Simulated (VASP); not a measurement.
Set up this calculation in VASP 6.6.1, as the native input.

| Property | Result |
| --- | --- |
| Task | single point |
| Functional | r2SCAN |
| Potentials or basis | VASP PAW PBE potentials, release 64 (Li_sv, Nb_sv, O) |
| Cutoff | 520 eV |
| k mesh | 6 × 6 × 6 |
| Occupations | gaussian, width 0.05 eV |
| Spin | no spin polarisation |
| Dipole correction | no |
| Further INCAR settings | ALGO = Normal; EDIFF = 1e-06; NBANDS = 45 |

LiNbO3:

```xyz
10
Lattice="2.5924 1.4967 4.5628 -2.5924 1.4967 4.5628 0.0000 -2.9934 4.5628" Properties=species:S:1:pos:R:3 pbc="T T T"
Li    0.0000    0.0000    3.4221
Li    0.0000    0.0000   10.2663
Nb    0.0000    0.0000    0.0000
Nb    0.0000    0.0000    6.8442
O    -0.6301   -1.4967    5.7035
O     1.6112    0.2027    5.7035
O    -0.9812    1.2940    5.7035
O     0.6301    1.4967    7.9849
O    -1.6112   -0.2027    7.9849
O     0.9812   -1.2940    7.9849
```

These files were run (other wordings do the same):

POSCAR

```
LiNbO3
1.0
    2.5923872641      1.4967154848      4.5628211618
   -2.5923872641      1.4967154848      4.5628211618
    0.0000000000     -2.9934309695      4.5628211619
Li Nb O
2 2 6
Direct
    0.2499990018      0.2500013163      0.2499994909
    0.7500008897      0.7499985752      0.7500004006
    0.0000000000      0.0000000000      0.0000000000
    0.5000000188      0.5000000188      0.5000000188
    0.1284804497      0.3715193694      0.7500000817
    0.7499999724      0.1284813350      0.3715190319
    0.3715183264      0.7499999729      0.1284816016
    0.8715195878      0.6284806682      0.2499999559
    0.2500001035      0.8715187409      0.6284807100
    0.6284817111      0.2500000647      0.8715184361
```

INCAR.step1

```
PREC     = Accurate       # precision mode
ENCUT    = 520            # plane-wave cutoff, eV
ISMEAR   = 0              # smearing method
SIGMA    = 0.05           # smearing width, eV
LREAL    = False          # projectors in reciprocal space
LASPH    = True           # aspherical terms in the spheres
NELM     = 100            # most SCF steps
NBANDS   = 45             # bands
GGA      = PE             # functional
ALGO     = Normal         # electronic algorithm
EDIFF    = 1E-4           # SCF threshold, eV
LWAVE    = True           # write WAVECAR
LCHARG   = False          # write CHGCAR
```

INCAR.step2

```
PREC     = Accurate       # precision mode
ENCUT    = 520            # plane-wave cutoff, eV
EDIFF    = 1E-6           # SCF threshold, eV
ISMEAR   = 0              # smearing method
SIGMA    = 0.05           # smearing width, eV
LREAL    = False          # projectors in reciprocal space
LASPH    = True           # aspherical terms in the spheres
NELM     = 100            # most SCF steps
ALGO     = Normal         # electronic algorithm
ISIF     = 2              # what is computed and relaxed
LWAVE    = False          # write WAVECAR
LCHARG   = False          # write CHGCAR
METAGGA  = R2SCAN         # meta-GGA
LMIXTAU  = True         
NBANDS   = 45             # bands
ISTART   = 1
```

KPOINTS

```
Automatic mesh
0
Gamma
  6 6 6
```

Potentials or basis: VASP PAW PBE potentials, release 64 (Li_sv, Nb_sv, O).

Command:

```console
$ cat potpaw_PBE.64/Li_sv/POTCAR potpaw_PBE.64/Nb_sv/POTCAR potpaw_PBE.64/O/POTCAR > POTCAR
$ cp INCAR.step1 INCAR
$ mpirun -np 1 vasp_std > vasp.out
$ cp INCAR.step2 INCAR
$ mpirun -np 1 vasp_std > vasp.out
```

Results of the run:

```
Largest force          : 0.004 eV/Å
Band gap on the k mesh : 2.96 eV (least direct gap 3.08 eV)
```

Caveat: the PAW data sets were made with another functional, which shifts forces and pressure a little.

It took 29 min on 1 thread of Intel Xeon 8259CL, on a shared host, peak memory 0.36 GiB.
